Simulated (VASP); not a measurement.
# Se (R-3m) in VASP: single point with PBE

Aim: the single point of Se with PBE.

Everything below comes from runs of VASP 6.6.1. Logs are shortened: lines on timing, memory, paths and dates and some standing lists are left out, and cuts for length are marked.

### Step 1. The cell of the first run

Symmetry: R-3m, No. 166, trigonal system. Conventional cell: a = 3.850 Å, b = 3.850 Å, c = 2.645 Å, α = 90.00°, β = 90.00°, γ = 120.00°. Within 3.2 Å of Se (site symmetry -3m) lie 14 Se at 2.39 to 2.84 Å.

### Step 2. Single point, PBE

INCAR

```
PREC     = Accurate       # precision mode
ENCUT    = 520            # plane-wave cutoff, eV
EDIFF    = 1E-6           # SCF threshold, eV
ISMEAR   = 1              # smearing method
SIGMA    = 0.05           # smearing width, eV
LREAL    = False          # projectors in reciprocal space
LASPH    = True           # aspherical terms in the spheres
NELM     = 80             # most SCF steps
ALGO     = Normal         # electronic algorithm
ISIF     = 2              # what is computed and relaxed
LWAVE    = False          # write WAVECAR
LCHARG   = True           # write CHGCAR
GGA      = PE             # functional
LELF     = True           # ELF
LVHAR    = True         
NBANDS   = 9              # bands
```

KPOINTS

```
regular mesh
0
Gamma
  8 8 8
```

POSCAR

```
Se
1.0
    1.9250000000      1.1113992700      0.8816666700
   -1.9250000000      1.1113992700      0.8816666700
    0.0000000000     -2.2227985400      0.8816666700
Se
1
Direct
    0.0000000000      0.0000000000      0.0000000000
```

Potentials or basis: VASP PAW PBE potentials, release 64 (Se).

On the command line:

```console
$ cat potpaw_PBE.64/Se/POTCAR > POTCAR
$ mpirun -np 1 vasp_std > vasp.out
```

OUTCAR:

```text
PREC = Accurate
   ENCUT = 520
   EDIFF = 1E-6
   ISMEAR = 1
   LREAL = False
   LASPH = True
   NELM = 80
   ISIF = 2
   GGA = PE

 ion  position               nearest neighbor table
   1  0.000  0.000  0.000-

  LATTYP: Found a trigonal (rhomboedric) cell.
 ALAT       =     2.3912694232
 COS(alpha) =    -0.2960878580

  Lattice vectors:

 A1 = (   1.9250000000,   1.1113992700,   0.8816666700)
 A2 = (  -1.9250000000,   1.1113992700,   0.8816666700)
 A3 = (   0.0000000000,  -2.2227985400,   0.8816666700)

Analysis of symmetry for initial positions (statically):
=====================================================================
 Subroutine PRICEL returns:
 Original cell was already a primitive cell.

 Routine SETGRP: Setting up the symmetry group for a
 trigonal (rhombohedral) supercell.

 Subroutine GETGRP returns: Found 12 space group operations
 (whereof 12 operations were pure point group operations)
 out of a pool of 12 trial point group operations.

The static configuration has the point symmetry D_3d.

Analysis of symmetry for dynamics (positions and initial velocities):
=====================================================================
 Subroutine PRICEL returns:
 Original cell was already a primitive cell.

 Routine SETGRP: Setting up the symmetry group for a
 trigonal (rhombohedral) supercell.

 Subroutine GETGRP returns: Found 12 space group operations
 (whereof 12 operations were pure point group operations)
 out of a pool of 12 trial point group operations.

The dynamic configuration has the point symmetry D_3d.

 Subroutine INISYM returns: Found 12 space group operations
 (whereof 12 operations are pure point group operations),
 and found     1 'primitive' translations

----------------------------------------------------------------------------------------

                                     Primitive cell

  volume of cell :      11.3177

  direct lattice vectors                    reciprocal lattice vectors
     1.925000000  1.111399270  0.881666670     0.259740260  0.149961109  0.378071832
    -1.925000000  1.111399270  0.881666670    -0.259740260  0.149961109  0.378071832
     0.000000000 -2.222798540  0.881666670     0.000000000 -0.299922217  0.378071832

  length of vectors
     2.391269423  2.391269423  2.391269426     0.482588486  0.482588486  0.482588486

  position of ions in fractional coordinates (direct lattice)
     0.000000000  0.000000000  0.000000000

[... 79 lines left out ...]
   IBRION =     -1    ionic relax: 0-MD 1-quasi-New 2-CG
   NFREE  =      0    steps in history (QN), initial steepest desc. (CG)
   ISIF   =      2    stress and relaxation
   ISYM   =      2    0-nonsym 1-usesym 2-fastsym
   POTIM  = 0.5000    time-step for ionic-motion
   TEBEG  =    0.0;   TEEND  =   0.0 temperature during run
   PSTRESS=    0.0 pullay stress
   NELECT =       6.0000    total number of electrons
   NUPDOWN=      -1.0000    fix difference up-down
   EMIN   =  10.00;   EMAX   =-10.00  energy-range for DOS
   EFERMI =   0.00;   METHOD = LEGACY
   ISMEAR =     1;   SIGMA  =   0.05  broadening in eV -4-tet -1-fermi 0-gaus
   EFERMI_NEDOS =   21; number of points for ismear=-14 and -15
   IALGO  =     38    algorithm
   IMIX   =      4    mixing-type and parameters
     AMIX     =   0.40;   BMIX     =  1.00
     AMIX_MAG =   1.60;   BMIX_MAG =  1.00
  volume/ion in A,a.u.               =      11.32        76.38
  Fermi-wavevector in a.u.,A,eV,Ry     =   1.324971  2.503832 23.885687  1.755548
  Thomas-Fermi vector in A             =   2.454466
   LORBIT       =      0    0 simple, 1 ext, 2 COOP (PROOUT), +10 PAW based schemes
   GGA     = PE    functional components
   LHFCALC =     F    Hartree Fock is set to
   AEXX    =    0.0000 exact exchange contribution
   IVDW    =     0    specifies the selected vdW correction
   LEPSILON=     F    determine dielectric tensor
   LRPA    =     F    only Hartree local field effects (RPA)
 non-spin polarized calculation
 Methfessel and Paxton  Order N= 1 SIGMA  =   0.05
  energy-cutoff  :      520.00
  volume of cell :       11.32
 maximum number of plane-waves:       313
 NGX is ok and might be reduce to    18
   NGX =  9   NGY =  9   NGZ =  9

 number of electron       6.0000000 magnetization

 Free energy of the ion-electron system (eV)
  ---------------------------------------------------
  ext. energy  EPLUGINS =         0.00000000
  ---------------------------------------------------
  free energy    TOTEN  =        -0.29376662 eV

  energy without entropy =       -0.29344214  energy(sigma->0) =       -0.29365846

 E-fermi :  14.6054     XC(G=0): -13.4455

 val. band max:       14.4781622949   @ k =  -0.2500   0.3750   0.2500
 cond. band min:      14.6054418371   @ k =  -0.1250   0.3750   0.1250
 fundamental gap:      0.1272795422
 Fermi energy:        14.6053858794

 k-point     1 :       0.0000    0.0000    0.0000
  band No.  band energies     occupation
      1      -8.7873      2.00000
      2      20.3860      0.00000
      3      22.6641      0.00000
      4      22.6641      0.00000
      5      27.2649      0.00000
      6      27.2649      0.00000
      7      29.7132      0.00000
      8      33.3889      0.00000
      9      33.3893      0.00000
[... 265 lines left out ...]
 k-point    24 :       0.3750    0.1250    0.1250
  band No.  band energies     occupation
      1      -0.6529      2.00000
      2       3.0160      2.00000
      3      11.6100      2.00000
      4      12.8925      2.00000
      5      30.7209      0.00000
      6      30.9025      0.00000
      7      39.8856      0.00000
      8      40.0651      0.00000
      9      40.5234      0.00000

 [... further k-points ...]

------------------------ aborting loop because EDIFF is reached ----------------------------------------

  FORCE on cell =-STRESS in cart. coord.  units (eV):
  Direction    XX          YY          ZZ          XY          YZ          ZX
  --------------------------------------------------------------------------------------
  -------------------------------------------------------------------------------------
  Total       11.4493686     11.4493686     11.0723829      0.0000000      0.0000000      0.0000000
  in kB     1620.8230504   1620.8230557   1567.4552914      0.0000000      0.0000000      0.0000000
  external PRESSURE =    1603.0337992 kB  Pullay stress =       0.0000000 kB

 VOLUME and BASIS-vectors are now :
 -----------------------------------------------------------------------------
  energy-cutoff  :      520.00
  volume of cell :       11.32
      direct lattice vectors                 reciprocal lattice vectors
     1.925000000  1.111399270  0.881666670     0.259740260  0.149961109  0.378071832
    -1.925000000  1.111399270  0.881666670    -0.259740260  0.149961109  0.378071832
     0.000000000 -2.222798540  0.881666670     0.000000000 -0.299922217  0.378071832

 POSITION                                       TOTAL-FORCE (eV/Angst)
 -----------------------------------------------------------------------------------
      0.00000      0.00000      0.00000         0.000000      0.000000      0.000000
 -----------------------------------------------------------------------------------
    total drift:                               -0.000000     -0.000000      0.000000

  FREE ENERGIE OF THE ION-ELECTRON SYSTEM (eV)
  ---------------------------------------------------
  free  energy   TOTEN  =        -0.2937666218 eV

  energy  without entropy=       -0.2934421361  energy(sigma->0) =       -0.29365846
```

stdout:

```text
POSCAR found type information on POSCAR Se
 POSCAR found :  1 types and       1 ions
 scaLAPACK will be used
 LDA part: xc-table for (Slater+PW92), standard interpolation
 POSCAR, INCAR and KPOINTS ok, starting setup
 FFT: planning ... GRIDC
 FFT: planning ... GRID_SOFT
 FFT: planning ... GRID
 WAVECAR not read
 entering main loop
```

Run time: 3.6 s. Hardware: 1 thread of Intel Xeon 6975P-C (Granite Rapids), shared host; peak memory 0.12 GiB.

Results:

```
Free energy            : -0.2938 eV
Pressure               : 160.3 GPa
Band gap on the k mesh : zero (band 3 reaches 22.66 eV, above the bottom of band 4 at 7.04 eV)
```

Levels at points of the mesh, in eV from the Fermi level:
```csv
k point,band 1,band 2,band 3,band 4,band 5,band 6,band 7,band 8
"(0.00, 0.00, 0.00)",-23.39,5.78,8.06,8.06,12.66,12.66,15.11,18.78
"(0.50, 0.00, 0.00)",-16.12,-12.97,1.94,4.84,7.97,9.48,24.00,25.69
"(0.50, 0.50, 0.00)",-14.15,-12.43,-1.20,5.08,5.10,9.92,20.93,22.31
"(0.50, 0.50, 0.50)",-7.50,-6.56,-6.56,-4.67,0.81,0.81,25.05,25.16
```

Caveat: the k points lie up to 0.38 Å⁻¹ apart.
